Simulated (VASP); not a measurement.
# BaO (Fm-3m) in VASP: notebook

The runs below take BaO through single point, with PBE+D3(BJ).

All numbers are computed with VASP 6.6.1; they aren't measurements. Logs are shortened: lines on timing, memory, paths and dates and some standing lists are left out, and cuts for length are marked.

## 1. The cell of the first run

It takes space group Fm-3m (No. 225, cubic). The conventional cell has a = 5.520 Å, b = 5.520 Å, c = 5.520 Å, α = 90.00°, β = 90.00°, γ = 90.00°. Within 3.6 Å of Ba (site symmetry m-3m) lie 6 O at 2.76 Å. Within 3.6 Å of O (site symmetry m-3m) lie 6 Ba at 2.76 Å.

## 2. Single point, PBE+D3(BJ)

The input, INCAR:

```
PREC = Accurate
ENCUT = 1340
EDIFF = 1E-6
ISMEAR = 0
SIGMA = 0.1
LREAL = F
LASPH = T
NELM = 120
ALGO = Normal
ISIF = 2
LWAVE = F
LCHARG = F
GGA = PE
IVDW = 12
NBANDS = 15
GGA_COMPAT = F
```

The input, KPOINTS:

```
Automatic mesh
0
Gamma
  6 6 6
```

The input, POSCAR:

```
BaO
1.0
    0.0000000000      2.7600000000      2.7600000000
    2.7600000000      0.0000000000      2.7600000000
    2.7600000000      2.7600000000      0.0000000000
Ba O
1 1
Direct
    0.0000000000      0.0000000000      0.0000000000
    0.5000000000      0.5000000000      0.5000000000
```

Potentials or basis: VASP PAW PBE potentials, release 64 (Ba_sv, O_h).

Command:

```bash
> cat potpaw_PBE.64/Ba_sv/POTCAR potpaw_PBE.64/O_h/POTCAR > POTCAR
> mpirun -np 1 vasp_std > vasp.out
```

OUTCAR:

```text
PREC = Accurate
   ENCUT = 1340
   EDIFF = 1E-6
   ISMEAR = 0
   LREAL = F
   LASPH = T
   NELM = 120
   ISIF = 2
   GGA = PE
   IVDW = 12
 IVDW          = 12

 ion  position               nearest neighbor table
   1  0.000  0.000  0.000-   2 2.76   2 2.76   2 2.76   2 2.76   2 2.76   2 2.76
   2  0.500  0.500  0.500-   1 2.76   1 2.76   1 2.76   1 2.76   1 2.76   1 2.76

  LATTYP: Found a face centered cubic cell.
 ALAT       =     5.5200000000

  Lattice vectors:

 A1 = (   0.0000000000,   2.7600000000,   2.7600000000)
 A2 = (   2.7600000000,   0.0000000000,   2.7600000000)
 A3 = (   2.7600000000,   2.7600000000,   0.0000000000)

Analysis of symmetry for initial positions (statically):
=====================================================================
 Subroutine PRICEL returns:
 Original cell was already a primitive cell.

 Routine SETGRP: Setting up the symmetry group for a
 face centered cubic supercell.

 Subroutine GETGRP returns: Found 48 space group operations
 (whereof 48 operations were pure point group operations)
 out of a pool of 48 trial point group operations.

The static configuration has the point symmetry O_h .

Analysis of symmetry for dynamics (positions and initial velocities):
=====================================================================
 Subroutine PRICEL returns:
 Original cell was already a primitive cell.

 Routine SETGRP: Setting up the symmetry group for a
 face centered cubic supercell.

 Subroutine GETGRP returns: Found 48 space group operations
 (whereof 48 operations were pure point group operations)
 out of a pool of 48 trial point group operations.

The dynamic configuration has the point symmetry O_h .

 Subroutine INISYM returns: Found 48 space group operations
 (whereof 48 operations are pure point group operations),
 and found     1 'primitive' translations

----------------------------------------------------------------------------------------

                                     Primitive cell

  volume of cell :      42.0492

  direct lattice vectors                    reciprocal lattice vectors
     0.000000000  2.760000000  2.760000000    -0.181159420  0.181159420  0.181159420
     2.760000000  0.000000000  2.760000000     0.181159420 -0.181159420  0.181159420
     2.760000000  2.760000000  0.000000000     0.181159420  0.181159420 -0.181159420

  length of vectors
     3.903229432  3.903229432  3.903229432     0.313777320  0.313777320  0.313777320

  position of ions in fractional coordinates (direct lattice)
     0.000000000  0.000000000  0.000000000
[... 80 lines left out ...]
   NELECT =      16.0000    total number of electrons
   NUPDOWN=      -1.0000    fix difference up-down
   EMIN   =  10.00;   EMAX   =-10.00  energy-range for DOS
   EFERMI =   0.00;   METHOD = LEGACY
   ISMEAR =     0;   SIGMA  =   0.10  broadening in eV -4-tet -1-fermi 0-gaus
   EFERMI_NEDOS =   21; number of points for ismear=-14 and -15
   IALGO  =     38    algorithm
   IMIX   =      4    mixing-type and parameters
     AMIX     =   0.40;   BMIX     =  1.00
     AMIX_MAG =   1.60;   BMIX_MAG =  1.00
  volume/ion in A,a.u.               =      21.02       141.88
  Fermi-wavevector in a.u.,A,eV,Ry     =   1.186303  2.241788 19.147691  1.407316
  Thomas-Fermi vector in A             =   2.322479
   LORBIT       =      0    0 simple, 1 ext, 2 COOP (PROOUT), +10 PAW based schemes
   GGA     = PE    functional components
   LHFCALC =     F    Hartree Fock is set to
   AEXX    =    0.0000 exact exchange contribution
   IVDW    =    12    specifies the selected vdW correction
   LEPSILON=     F    determine dielectric tensor
   LRPA    =     F    only Hartree local field effects (RPA)
 non-spin polarized calculation
 Gauss-broadening in eV      SIGMA  =   0.10
  energy-cutoff  :     1340.00
  volume of cell :       42.05
 maximum number of plane-waves:      4720
 NGX is ok and might be reduce to    48
   NGX = 23   NGY = 23   NGZ = 23

 number of electron      16.0000000 magnetization

 Free energy of the ion-electron system (eV)
  ---------------------------------------------------
  ext. energy  EPLUGINS =         0.00000000
  ---------------------------------------------------
  free energy    TOTEN  =       -11.79035808 eV

  energy without entropy =      -11.79035808  energy(sigma->0) =      -11.79035808

 E-fermi :   2.6059     XC(G=0):  -9.6687

 val. band max:        2.1330076820   @ k =   0.5000   0.5000   0.0000
 cond. band min:       4.0731763479   @ k =   0.5000   0.5000   0.0000
 fundamental gap:      1.9401686659
 Fermi energy:         2.6059284842

 k-point     1 :       0.0000    0.0000    0.0000
  band No.  band energies     occupation
      1     -23.7809      2.00000
      2     -12.9136      2.00000
      3      -8.2749      2.00000
      4      -8.2749      2.00000
      5      -8.2749      2.00000
      6       1.7632      2.00000
      7       1.7632      2.00000
      8       1.7632      2.00000
      9       5.7255      0.00000
     10       6.8088      0.00000
     11       6.8088      0.00000
     12       6.8088      0.00000
     13       9.1010      0.00000
     14       9.1010      0.00000
[... 257 lines left out ...]
      2     -13.2528      2.00000
      3      -9.5863      2.00000
      4      -9.1284      2.00000
      5      -8.4790      2.00000
      6       1.0403      2.00000
      7       1.8818      2.00000
      8       2.0107      2.00000
      9       5.3868      0.00000
     10       8.3433      0.00000
     11       8.8402      0.00000
     12      11.7117      0.00000
     13      11.9364      0.00000
     14      14.3077      0.00000
     15      14.5582      0.00000

------------------------ aborting loop because EDIFF is reached ----------------------------------------

 Edisp (eV)   -0.45814

 E8    (eV) :    -0.2369

  FORCE on cell =-STRESS in cart. coord.  units (eV):
  Direction    XX          YY          ZZ          XY          YZ          ZX
  --------------------------------------------------------------------------------------
  -------------------------------------------------------------------------------------
  Total       0.53554     0.53554     0.53554    -0.00000     0.00000     0.00000
  in kB      20.40530    20.40530    20.40530    -0.00000     0.00000     0.00000
  external pressure =       20.41 kB  Pullay stress =        0.00 kB

 VOLUME and BASIS-vectors are now :
 -----------------------------------------------------------------------------
  energy-cutoff  :     1340.00
  volume of cell :       42.05
      direct lattice vectors                 reciprocal lattice vectors
     0.000000000  2.760000000  2.760000000    -0.181159420  0.181159420  0.181159420
     2.760000000  0.000000000  2.760000000     0.181159420 -0.181159420  0.181159420
     2.760000000  2.760000000  0.000000000     0.181159420  0.181159420 -0.181159420

 POSITION                                       TOTAL-FORCE (eV/Angst)
 -----------------------------------------------------------------------------------
      0.00000      0.00000      0.00000        -0.000000      0.000000     -0.000000
      2.76000      2.76000      2.76000         0.000000     -0.000000      0.000000
 -----------------------------------------------------------------------------------
    total drift:                               -0.000000     -0.000000     -0.000000

  FREE ENERGIE OF THE ION-ELECTRON SYSTEM (eV)
  ---------------------------------------------------
  free  energy   TOTEN  =       -12.2484974599 eV

  energy  without entropy=      -12.2484974599  energy(sigma->0) =      -12.24849746
```

Run time: 39 s. Hardware: 1 thread of AMD EPYC 7R13 (Zen 3), shared host; peak memory 0.31 GiB.

Results:

- Free energy: -12.2485 eV
- Pressure: 2.0 GPa
- Band gap on the k mesh: 1.94 eV
- Dispersion energy per atom: -0.229 eV

Levels at points of the mesh, in eV from the valence-band top:
| k point | band 4 | band 5 | band 6 | band 7 | band 8 | band 9 | band 10 | band 11 | band 12 | band 13 |
| --- | --- | --- | --- | --- | --- | --- | --- | --- | --- | --- |
| (0.00, 0.00, 0.00) | -10.41 | -10.41 | -0.37 | -0.37 | -0.37 | 3.59 | 4.68 | 4.68 | 4.68 | 6.97 |
| (0.50, 0.00, 0.00) | -10.53 | -10.53 | -2.04 | -1.53 | -1.53 | 4.94 | 7.18 | 7.18 | 8.24 | 10.57 |
| (0.50, 0.50, 0.00) | -11.01 | -11.01 | -0.17 | -0.17 | 0.00 | 1.94 | 6.01 | 8.93 | 9.46 | 9.79 |

Caveat: spin-orbit coupling is left out, which moves the levels of the heavy elements. A k mesh can miss the band edges.

## 3. Single point, PBE+D3(BJ)

This run uses another cell than the first one, of 21.12 Å³/atom.

The input, INCAR:

```
SYSTEM = BaO
ALGO = Normal
EDIFF = 1E-6
ENCUT = 1340
GGA = PE
GGA_COMPAT = .FALSE.
ISIF = 2
ISMEAR = 0
IVDW = 12
LASPH = .TRUE.
LCHARG = .FALSE.
LREAL = .FALSE.
LWAVE = .FALSE.
NBANDS = 15
NELM = 120
PREC = Accurate
SIGMA = 0.02
```

The input, KPOINTS:

```
k-points
0
G
  8 8 8
  0 0 0
```

The input, POSCAR:

```
BaO
1.0
    0.0000000000      2.7643618899      2.7643618899
    2.7643618899      0.0000000000      2.7643618899
    2.7643618899      2.7643618899      0.0000000000
Ba O
1 1
Direct
    0.0000000000      0.0000000000      0.0000000000
    0.5000000000      0.5000000000      0.5000000000
```

Potentials or basis: VASP PAW PBE potentials, release 64 (Ba_sv, O_h).

Command:

```bash
> cat potpaw_PBE.64/Ba_sv/POTCAR potpaw_PBE.64/O_h/POTCAR > POTCAR
> mpirun -np 1 vasp_std > vasp.out
```

OUTCAR:

```text
SYSTEM = BaO
   EDIFF = 1E-6
   ENCUT = 1340
   GGA = PE
   ISIF = 2
   ISMEAR = 0
   IVDW = 12
   LASPH = .TRUE.
   LREAL = .FALSE.
   NELM = 120
   PREC = Accurate
 IVDW          = 12

 ion  position               nearest neighbor table
   1  0.000  0.000  0.000-   2 2.76   2 2.76   2 2.76   2 2.76   2 2.76   2 2.76
   2  0.500  0.500  0.500-   1 2.76   1 2.76   1 2.76   1 2.76   1 2.76   1 2.76

  LATTYP: Found a face centered cubic cell.
 ALAT       =     5.5287237798

  Lattice vectors:

 A1 = (   0.0000000000,   2.7643618899,   2.7643618899)
 A2 = (   2.7643618899,   0.0000000000,   2.7643618899)
 A3 = (   2.7643618899,   2.7643618899,   0.0000000000)

Analysis of symmetry for initial positions (statically):
=====================================================================
 Subroutine PRICEL returns:
 Original cell was already a primitive cell.

 Routine SETGRP: Setting up the symmetry group for a
 face centered cubic supercell.

 Subroutine GETGRP returns: Found 48 space group operations
 (whereof 48 operations were pure point group operations)
 out of a pool of 48 trial point group operations.

The static configuration has the point symmetry O_h .

Analysis of symmetry for dynamics (positions and initial velocities):
=====================================================================
 Subroutine PRICEL returns:
 Original cell was already a primitive cell.

 Routine SETGRP: Setting up the symmetry group for a
 face centered cubic supercell.

 Subroutine GETGRP returns: Found 48 space group operations
 (whereof 48 operations were pure point group operations)
 out of a pool of 48 trial point group operations.

The dynamic configuration has the point symmetry O_h .

 Subroutine INISYM returns: Found 48 space group operations
 (whereof 48 operations are pure point group operations),
 and found     1 'primitive' translations

----------------------------------------------------------------------------------------

                                     Primitive cell

  volume of cell :      42.2488

  direct lattice vectors                    reciprocal lattice vectors
[... 120 lines left out ...]
  energy-cutoff  :     1340.00
  volume of cell :       42.25
 maximum number of plane-waves:      4737
   NGX = 23   NGY = 23   NGZ = 23

 number of electron      15.9999999 magnetization

 Free energy of the ion-electron system (eV)
  ---------------------------------------------------
  ext. energy  EPLUGINS =         0.00000000
  ---------------------------------------------------
  free energy    TOTEN  =       -11.79515875 eV

  energy without entropy =      -11.79515875  energy(sigma->0) =      -11.79515875

 E-fermi :   2.2816     XC(G=0):  -9.6468

 val. band max:        2.0979535150   @ k =   0.5000   0.5000   0.0000
 cond. band min:       4.0550147792   @ k =   0.5000   0.5000   0.0000
 fundamental gap:      1.9570612642
 Fermi energy:         2.2815961636

 k-point     1 :       0.0000    0.0000    0.0000
  band No.  band energies     occupation
      1     -23.8143      2.00000
      2     -12.9341      2.00000
      3      -8.3178      2.00000
      4      -8.3178      2.00000
      5      -8.3178      2.00000
      6       1.7408      2.00000
      7       1.7408      2.00000
      8       1.7408      2.00000
      9       5.6707      0.00000
     10       6.7775      0.00000
     11       6.7775      0.00000
     12       6.7775      0.00000
     13       9.0576      0.00000
     14       9.0576      0.00000
[... 401 lines left out ...]
      2     -13.5075      2.00000
      3      -8.9497      2.00000
      4      -8.9493      2.00000
      5      -8.4290      2.00000
      6       0.5402      2.00000
      7       1.1554      2.00000
      8       1.2198      2.00000
      9       6.9513      0.00000
     10       7.5610      0.00000
     11       9.9746      0.00000
     12       9.9766      0.00000
     13      12.1999      0.00000
     14      13.9024      0.00000
     15      14.2790      0.00000

 [... further k-points ...]

------------------------ aborting loop because EDIFF is reached ----------------------------------------

 Edisp (eV)   -0.45591

 E8    (eV) :    -0.2357

  FORCE on cell =-STRESS in cart. coord.  units (eV):
  Direction    XX          YY          ZZ          XY          YZ          ZX
  --------------------------------------------------------------------------------------
  -------------------------------------------------------------------------------------
  Total       0.43639     0.43639     0.43639     0.00000     0.00000     0.00000
  in kB      16.54894    16.54894    16.54894     0.00000     0.00000     0.00000
  external pressure =       16.55 kB  Pullay stress =        0.00 kB

 VOLUME and BASIS-vectors are now :
 -----------------------------------------------------------------------------
  energy-cutoff  :     1340.00
  volume of cell :       42.25
      direct lattice vectors                 reciprocal lattice vectors
     0.000000000  2.764361890  2.764361890    -0.180873569  0.180873569  0.180873569
     2.764361890  0.000000000  2.764361890     0.180873569 -0.180873569  0.180873569
     2.764361890  2.764361890  0.000000000     0.180873569  0.180873569 -0.180873569

 POSITION                                       TOTAL-FORCE (eV/Angst)
 -----------------------------------------------------------------------------------
      0.00000      0.00000      0.00000         0.000000      0.000000      0.000000
      2.76436      2.76436      2.76436        -0.000000     -0.000000     -0.000000
 -----------------------------------------------------------------------------------
    total drift:                               -0.000000     -0.000000     -0.000000

  FREE ENERGIE OF THE ION-ELECTRON SYSTEM (eV)
  ---------------------------------------------------
  free  energy   TOTEN  =       -12.2510661982 eV

  energy  without entropy=      -12.2510661982  energy(sigma->0) =      -12.25106620
```

It took 2.5 min on 1 thread of AMD EPYC 7R43 (Zen 3), shared host; peak memory 0.32 GiB.

What came out:

```yaml
Free_energy: -12.2511 eV
Pressure: 1.7 GPa
Band_gap_on_the_k_mesh: 1.96 eV
Dispersion_energy_per_atom: -0.228 eV
```

Levels at points of the mesh, in eV from the valence-band top:
| k point | band 5 | band 6 | band 7 | band 8 | band 9 | band 10 | band 11 | band 12 |
| --- | --- | --- | --- | --- | --- | --- | --- | --- |
| (0.00, 0.00, 0.00) | -10.42 | -0.36 | -0.36 | -0.36 | 3.57 | 4.68 | 4.68 | 4.68 |
| (0.50, 0.00, 0.00) | -10.54 | -2.02 | -1.50 | -1.50 | 4.93 | 7.17 | 7.17 | 8.22 |
| (0.50, 0.50, 0.00) | -11.01 | -0.17 | -0.17 | 0.00 | 1.96 | 5.99 | 8.91 | 9.43 |

Caveat: spin-orbit coupling is left out, which moves the levels of the heavy elements.

## 4. Single point, PBE+D3(BJ)

This run uses another cell than the first one, of 21.12 Å³/atom.

The input, INCAR:

```
ALGO = Normal ; EDIFF = 1E-6
ENCUT = 1340 ; GGA = PE
GGA_COMPAT = F ; ISIF = 2
ISMEAR = 0 ; IVDW = 12
LASPH = T ; LCHARG = T
LELF = T ; LREAL = F
LVHAR = T ; LWAVE = F
NBANDS = 15 ; NELM = 120
PREC = Accurate ; SIGMA = 0.02
```

The input, KPOINTS:

```
k-points
0
Gamma
  8 8 8
```

POSCAR is that of step 3.

Command:

```bash
> cat potpaw_PBE.64/Ba_sv/POTCAR potpaw_PBE.64/O_h/POTCAR > POTCAR
> mpirun -np 1 vasp_std > vasp.out
```

Run time: 2.5 min. Hardware: 1 thread of AMD EPYC, shared host; peak memory 0.33 GiB.

The run converged. Its results:

| Item | Value |
| --- | --- |
| Free energy | -12.2511 eV |
| Pressure | 1.7 GPa |
| Band gap on the k mesh | 1.96 eV |
| Dispersion energy per atom | -0.228 eV |

Levels at points of the mesh, in eV from the valence-band top:
```csv
k point,band 5,band 6,band 7,band 8,band 9,band 10,band 11,band 12
"(0.00, 0.00, 0.00)",-10.42,-0.36,-0.36,-0.36,3.57,4.68,4.68,4.68
"(0.50, 0.00, 0.00)",-10.54,-2.02,-1.50,-1.50,4.93,7.17,7.17,8.22
"(0.50, 0.50, 0.00)",-11.01,-0.17,-0.17,0.00,1.96,5.99,8.91,9.43
```

Caveat: spin-orbit coupling is left out, which moves the levels of the heavy elements. A k mesh can miss the band edges.
